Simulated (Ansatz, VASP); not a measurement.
# TiTe2 in VASP and in Ansatz

Contents of INCAR:

```
SYSTEM = TiTe2
  PREC = Accurate
  ENCUT = 520
  EDIFF = 1E-6
  ISMEAR = 0
  SIGMA = 0.05
  LREAL = .FALSE.
  LASPH = .TRUE.
  NELM = 80
  ALGO = Normal
  ISIF = 2
  LWAVE = .FALSE.
  LCHARG = .FALSE.
  GGA = PE
  NBANDS = 19
```

KPOINTS

```
Automatic mesh
0
G
  10 10 6
  0 0 0
```

The input POSCAR:

```
TiTe2
1.0
    3.7571113946      0.0000000000      0.0000000000
   -1.8785556973      3.2537539126      0.0000000000
    0.0000000000      0.0000000000      7.0588037334
Ti Te
1 2
Direct
    0.0000000000      0.0000000000      0.0000000000
    0.3333333333      0.6666666667      0.2465654568
    0.6666666667      0.3333333333      0.7534345432
```

Input for Ansatz:

```yaml
crystal:
  lattice:
    - [3.757111394616, 0.0, 0.0]
    - [-1.878555697308, 3.253753912586, 0.0]
    - [0.0, 0.0, 7.0588037334]
  atoms:
    - { symbol: Ti, position: [0.0, 0.0, 0.0] }
    - { symbol: Te, position: [0.3333333333333, 0.6666666666667, 0.2465654568] }
    - { symbol: Te, position: [0.6666666666667, 0.3333333333333, 0.7534345432] }
basis:
  ecutwfc: 420
  ecutrho_ratio: 4
kpoints:
  mp_grid: { grid: [10, 10, 6] }
hamiltonian:
  xc: pbe
scf:
  occupations: { method: gaussian, width: 0.05 }
  mixing: { algorithm: broyden, beta: 0.05, ndim: 4 }
  convergence: { dr2_threshold: 1.0e-11 }
output:
  forces: true
  stress: true
```

Alike in both runs: task single point; functional PBE; k mesh 10 × 10 × 6; occupations gaussian, width 0.05 eV; no spin polarisation.

|  | VASP | Ansatz |
| --- | --- | --- |
| version | VASP 6.6.1 | Ansatz 0.2.0 |
| potentials or method | VASP PAW PBE potentials, release 64 (Ti_sv, Te), cutoff 520 eV | scalar-relativistic, plane waves, PAW |
| valence electrons in the cell | 24 | 44 |

|  | VASP | Ansatz | Ansatz less VASP |
| --- | --- | --- | --- |
| pressure (GPa) | 0.0 | 0.0 | 0.00 |
| rms of the force components (eV/Å) | 0.004 | 0.000 | -0.0043 |

Atom by atom the forces differ by 0.004 eV/Å (rms over components). VASP's potentials hold 24 valence electrons a cell and Ansatz's 44, so a difference there can come from the potentials and not from the codes.

Spin-orbit coupling is off throughout.
